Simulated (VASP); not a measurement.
# MgS (gw) (Fm-3m) in VASP: G0W0 quasiparticle levels with PBEsol

Aim: the G0W0 quasiparticle levels of MgS (gw) with PBEsol.

All numbers are computed with VASP 6.6.1; they aren't measurements. Logs are shortened: lines on timing, memory, paths and dates and some standing lists are left out, and cuts for length are marked.

### Step 1. The cell of the first run

Symmetry: Fm-3m, No. 225, cubic system. The conventional cell has a = 5.182 Å, b = 5.182 Å, c = 5.182 Å, α = 90.00°, β = 90.00°, γ = 90.00°. Within 3.4 Å of Mg (site symmetry m-3m) lie 6 S at 2.59 Å. Within 3.4 Å of S (site symmetry m-3m) lie 6 Mg at 2.59 Å.

### Step 2. G0W0 quasiparticle levels, PBEsol

POSCAR

```
MgS
1.0
    0.0000000000      2.5912100416      2.5912100416
    2.5912100416      0.0000000000      2.5912100416
    2.5912100416      2.5912100416      0.0000000000
Mg S
1 1
Direct
    0.0000000000      0.0000000000      0.0000000000
    0.5000000000      0.5000000000      0.5000000000
```

INCAR.step1

```
SYSTEM = MgS
PREC = Accurate
ENCUT = 500
EDIFF = 1E-8
ISMEAR = 0
SIGMA = 0.01
LREAL = .FALSE.
LASPH = .TRUE.
NELM = 60
ALGO = Normal
LWAVE = .TRUE.
LCHARG = .FALSE.
GGA = PS
```

INCAR.step2

```
SYSTEM = MgS
PREC = Accurate
ENCUT = 500
EDIFF = 1E-8
ISMEAR = 0
SIGMA = 0.01
LREAL = .FALSE.
LASPH = .TRUE.
NELM = 1
ALGO = Exact
LWAVE = .TRUE.
LCHARG = .FALSE.
GGA = PS
NBANDS = 83
LOPTICS = .TRUE.
ISTART = 1
```

INCAR.step3

```
SYSTEM = MgS
PREC = Accurate
ENCUT = 500
EDIFF = 1E-8
ISMEAR = 0
SIGMA = 0.01
LREAL = .FALSE.
LASPH = .TRUE.
ALGO = EVGW0
LWAVE = .FALSE.
LCHARG = .FALSE.
GGA = PS
NELMGW = 1
NBANDS = 83
ENCUTGW = 100.0
NOMEGA = 48
PRECFOCK = Fast
ISTART = 1
NBANDSGW = 12
```

KPOINTS

```
regular mesh
0
G
  4 4 4
  0 0 0
```

Potentials or basis: VASP PAW PBE potentials, release 64 (Mg_GW, S_GW).

Launch:

```console
$ cat potpaw_PBE.64/Mg_GW/POTCAR potpaw_PBE.64/S_GW/POTCAR > POTCAR
$ cp INCAR.step1 INCAR
$ mpirun -np 1 vasp_std > vasp.out
$ cp INCAR.step2 INCAR
$ mpirun -np 1 vasp_std > vasp.out
$ cp INCAR.step3 INCAR
$ mpirun -np 1 vasp_std > vasp.out
```

OUTCAR:

```text
SYSTEM = MgS
   PREC = Accurate
   ENCUT = 500
   EDIFF = 1E-8
   ISMEAR = 0
   LREAL = .FALSE.
   LASPH = .TRUE.
   GGA = PS
   NELMGW = 1
   ENCUTGW = 100.0
   PRECFOCK = Fast
   ISTART = 1

 ion  position               nearest neighbor table
   1  0.000  0.000  0.000-
   2  0.500  0.500  0.500-

  LATTYP: Found a face centered cubic cell.
 ALAT       =     5.1824200832

  Lattice vectors:

 A1 = (   0.0000000000,   2.5912100416,   2.5912100416)
 A2 = (   2.5912100416,   0.0000000000,   2.5912100416)
 A3 = (   2.5912100416,   2.5912100416,   0.0000000000)

Analysis of symmetry for initial positions (statically):
=====================================================================
 Subroutine PRICEL returns:
 Original cell was already a primitive cell.

 Routine SETGRP: Setting up the symmetry group for a
 face centered cubic supercell.

 Subroutine GETGRP returns: Found 48 space group operations
 (whereof 48 operations were pure point group operations)
 out of a pool of 48 trial point group operations.

The static configuration has the point symmetry O_h .

Analysis of symmetry for dynamics (positions and initial velocities):
=====================================================================
 Subroutine PRICEL returns:
 Original cell was already a primitive cell.

 Routine SETGRP: Setting up the symmetry group for a
 face centered cubic supercell.

 Subroutine GETGRP returns: Found 48 space group operations
 (whereof 48 operations were pure point group operations)
 out of a pool of 48 trial point group operations.

The dynamic configuration has the point symmetry O_h .

 Subroutine INISYM returns: Found 48 space group operations
 (whereof 48 operations are pure point group operations),
 and found     1 'primitive' translations

----------------------------------------------------------------------------------------

                                     Primitive cell

  volume of cell :      34.7967

  direct lattice vectors                    reciprocal lattice vectors
     0.000000000  2.591210042  2.591210042    -0.192960043  0.192960043  0.192960043
     2.591210042  0.000000000  2.591210042     0.192960043 -0.192960043  0.192960043
     2.591210042  2.591210042  0.000000000     0.192960043  0.192960043 -0.192960043

  length of vectors
     3.664524384  3.664524384  3.664524384     0.334216598  0.334216598  0.334216598

  position of ions in fractional coordinates (direct lattice)
     0.000000000  0.000000000  0.000000000
     0.500000000  0.500000000  0.500000000

  ion indices of the primitive-cell ions
   primitive index   ion index
                 1           1
                 2           2

----------------------------------------------------------------------------------------

 KPOINTS: regular mesh

Automatic generation of k-mesh.
 Grid dimensions read from file:
 generate k-points for:    4    4    4

 Generating k-lattice:

  Cartesian coordinates                     Fractional coordinates (reciprocal lattice)
    -0.048240011  0.048240011  0.048240011     0.250000000  0.000000000  0.000000000
     0.048240011 -0.048240011  0.048240011     0.000000000  0.250000000  0.000000000
     0.048240011  0.048240011 -0.048240011     0.000000000  0.000000000  0.250000000

  Length of vectors
     0.083554149  0.083554149  0.083554149

  Shift w.r.t. Gamma in fractional coordinates (k-lattice)
     0.000000000  0.000000000  0.000000000

 Subroutine IBZKPT returns following result:
 ===========================================

 Found      8 irreducible k-points:

 Following reciprocal coordinates:
            Coordinates               Weight
  0.000000  0.000000  0.000000      1.000000
  0.250000  0.000000  0.000000      8.000000
  0.500000  0.000000  0.000000      4.000000
  0.250000  0.250000  0.000000      6.000000
  0.500000  0.250000  0.000000     24.000000
 -0.250000  0.250000  0.000000     12.000000
  0.500000  0.500000  0.000000      3.000000
 -0.250000  0.500000  0.250000      6.000000
   k-points           NKPTS =      8   k-points in BZ     NKDIM =     64   number of bands    NBANDS=     83
   number of dos      NEDOS =    301   number of ions     NIONS =      2
   total plane-waves  NPLWV =  21952
   dimension x,y,z NGX =    28 NGY =   28 NGZ =   28
   dimension x,y,z NGXF=    56 NGYF=   56 NGZF=   56
   ions per type =               1   1
   NGX,Y,Z   is equivalent  to a cutoff of  12.70, 12.70, 12.70 a.u.
   NGXF,Y,Z  is equivalent  to a cutoff of  25.41, 25.41, 25.41 a.u.
 SYSTEM =  MgS
   PREC   = accura    normal or accurate (medium, high low for compatibility)
   ISTART =      1    job   : 0-new  1-cont  2-samecut
   ICHARG =      0    charge: 1-file 2-atom 10-const
   ISPIN  =      1    spin polarized calculation?
   LNONCOLLINEAR =      F non collinear calculations
   LSORBIT =      F    spin-orbit coupling
   LASPH  =      T    aspherical Exc in radial PAW
   ENCUT  =  500.0 eV  36.75 Ry    6.06 a.u.   6.68  6.68  6.68*2*pi/ulx,y,z
   NELM   =     60;   NELMIN=  2; NELMDL=  0     # of ELM steps
   EDIFF  = 0.1E-07   stopping-criterion for ELM
   LREAL  =      F    real-space projection
   EDIFFG = 0.1E-06   stopping-criterion for IOM
   NSW    =      0    number of steps for IOM
   IBRION =     -1    ionic relax: 0-MD 1-quasi-New 2-CG
   NFREE  =      0    steps in history (QN), initial steepest desc. (CG)
   ISIF   =      0    stress and relaxation
   ISYM   =      3    0-nonsym 1-usesym 2-fastsym
   POTIM  = 0.5000    time-step for ionic-motion
   TEBEG  =    0.0;   TEEND  =   0.0 temperature during run
   PSTRESS=    0.0 pullay stress
   NELECT =       8.0000    total number of electrons
   NUPDOWN=      -1.0000    fix difference up-down
   EMIN   =  10.00;   EMAX   =-10.00  energy-range for DOS
   EFERMI =   0.00;   METHOD = LEGACY
   ISMEAR =     0;   SIGMA  =   0.01  broadening in eV -4-tet -1-fermi 0-gaus
   EFERMI_NEDOS =   21; number of points for ismear=-14 and -15
   IALGO  =     38    algorithm
   IMIX   =      4    mixing-type and parameters
     AMIX     =   0.40;   BMIX     =  1.00
     AMIX_MAG =   1.60;   BMIX_MAG =  1.00
  volume/ion in A,a.u.               =      17.40       117.41
  Fermi-wavevector in a.u.,A,eV,Ry     =   1.002903  1.895212 13.684933  1.005814
  Thomas-Fermi vector in A             =   2.135420
   LORBIT       =      0    0 simple, 1 ext, 2 COOP (PROOUT), +10 PAW based schemes
   GGA     = PS    functional components
   LHFCALC =     T    Hartree Fock is set to
   PRECFOCK=fast      Normal, Fast or Accurate (Low or Medium for compatibility)
   ENCUT4O =  -1.0   cutoff for four orbital integrals eV
   NKREDX  =     1    reduce k-point grid by
   NKREDY  =     1    reduce k-point grid by
   NKREDZ  =     1    reduce k-point grid by
   AEXX    =    1.0000 exact exchange contribution
   HFSCREEN=    0.0000 screening length (either q_TF or 0.3 A-1)
   HFSCREENC=   0.0000 screening length for correlation (either q_TF or 0.3 A-1)
   ENCUTFOCK=  -1.0 apply spherical cutoff to Coloumb kernel
   IVDW    =     0    specifies the selected vdW correction
   LEPSILON=     F    determine dielectric tensor
   LRPA    =     F    only Hartree local field effects (RPA)
   LRPAFORCE           =     F    calculate RPA forces
   ENCUTGW             = 100.0    cutoff for response function in eV
   ENCUTGWSOFT         =  80.0    soft cutoff for Coulomb kernel in GW response function in eV
   ENCUTLF             =  -1.0    cutoff for local field effects
   NELMGW              =     1    number of iterations in solving QP/BSE equation
   NELMHF              =     1    number of iterations in the inner HF iteration
   NKREDLFX            =     1    NKREDLFY  =   1   NKREDLFZ  =   1
 non-spin polarized calculation
 Gauss-broadening in eV      SIGMA  =   0.01
  energy-cutoff  :      500.00
  volume of cell :       34.80
 maximum number of plane-waves:       896
 NGX is ok and might be reduce to    28
  NGX = 16; NGY = 16; NGZ = 16
   NGX = 13   NGY = 13   NGZ = 13
 maximum number of plane-waves:        84
 NGX is ok and might be reduce to    14

 QP shifts <psi_nk| G(iteration)W_0 |psi_nk>: iteration 1
 for sc-GW calculations column KS-energies equals QP-energies in previous step
 and V_xc(KS)=  KS-energies - (<T + V_ion + V_H > + <T+V_H+V_ion>^1  + <V_x>^1)

 k-point   1 :       0.0000    0.0000    0.0000
  band No.  KS-energies  QP-energies   sigma(KS)   V_xc(KS)     V^pw_x(r,r')   Z            occupation Imag(sigma)

      1      -8.9300      -9.6429     -13.5593     -12.5496     -20.8131       0.7061       2.0000       1.5389
      2       3.8280       3.0683     -14.2626     -13.2754     -16.2585       0.7696       2.0000       0.0814
      3       3.8280       3.0683     -14.2626     -13.2754     -16.2585       0.7696       2.0000       0.0814
      4       3.8280       3.0683     -14.2626     -13.2754     -16.2585       0.7696       2.0000       0.0814
      5       7.5010       8.2399      -9.2974     -10.2304      -5.4148       0.7920       0.0000      -0.0811
      6      11.6022      12.3295      -8.6110      -9.5360      -4.2644       0.7862       0.0000      -0.1095
      7      11.6022      12.3295      -8.6110      -9.5360      -4.2644       0.7862       0.0000      -0.1095
      8      11.6022      12.3295      -8.6110      -9.5360      -4.2644       0.7862       0.0000      -0.1095
      9      14.0230      14.9245      -9.4015     -10.5814      -4.5960       0.7641       0.0000      -0.1672
     10      14.0230      14.9245      -9.4015     -10.5814      -4.5960       0.7641       0.0000      -0.1672
     11      16.1424      16.3636      -7.3332      -7.6269      -1.8595       0.7534       0.0000      -0.3465
     12      16.9766      17.6373      -7.7775      -8.6560      -2.0723       0.7521       0.0000      -0.5093

 k-point   2 :       0.2500    0.0000    0.0000
  band No.  KS-energies  QP-energies   sigma(KS)   V_xc(KS)     V^pw_x(r,r')   Z            occupation Imag(sigma)
[... 97 lines left out ...]
      1      -7.1296      -7.6344     -14.4519     -13.7290     -21.4021       0.6983       2.0000       1.1324
      2       0.4795      -0.4760     -12.5668     -11.2829     -15.3164       0.7442       2.0000       0.1276
      3       0.4795      -0.4760     -12.5668     -11.2829     -15.3164       0.7442       2.0000       0.1276
      4       1.3881       0.5493     -12.6065     -11.4981     -14.9604       0.7567       2.0000       0.1033
      5       9.0479       9.8325      -9.5064     -10.5085      -5.6534       0.7829       0.0000      -0.0896
      6      11.6414      12.3417      -9.3345     -10.2388      -4.8975       0.7744       0.0000      -0.1222
      7      11.6414      12.3417      -9.3345     -10.2388      -4.8975       0.7744       0.0000      -0.1222
      8      11.7934      12.5655      -8.5515      -9.5558      -3.9061       0.7687       0.0000      -0.1394
      9      18.1125      18.8026      -9.1201     -10.0431      -3.1331       0.7476       0.0000      -0.5478
     10      18.1125      18.8026      -9.1201     -10.0431      -3.1331       0.7476       0.0000      -0.5478
     11      19.4148      20.2401      -9.6875     -10.7773      -3.7212       0.7573       0.0000      -0.6072
     12      19.5223      20.5008     -10.7943     -12.1021      -4.7580       0.7481       0.0000      -0.5311
```

It took 87 s on 1 thread of Intel Xeon 8259CL, shared host; peak memory 0.3 GiB.

Results:

- Band gap on the k mesh, mean-field level: 2.69 eV, indirect (least direct gap 3.67 eV)
- Quasiparticle gap: 4.16 eV
- Least direct quasiparticle gap: 5.17 eV

Caveat: the k points lie up to 0.52 Å⁻¹ apart; bands, screening cutoff and mesh are small and nothing is extrapolated, so the quasiparticle values aren't converged. A k mesh can miss the band edges.
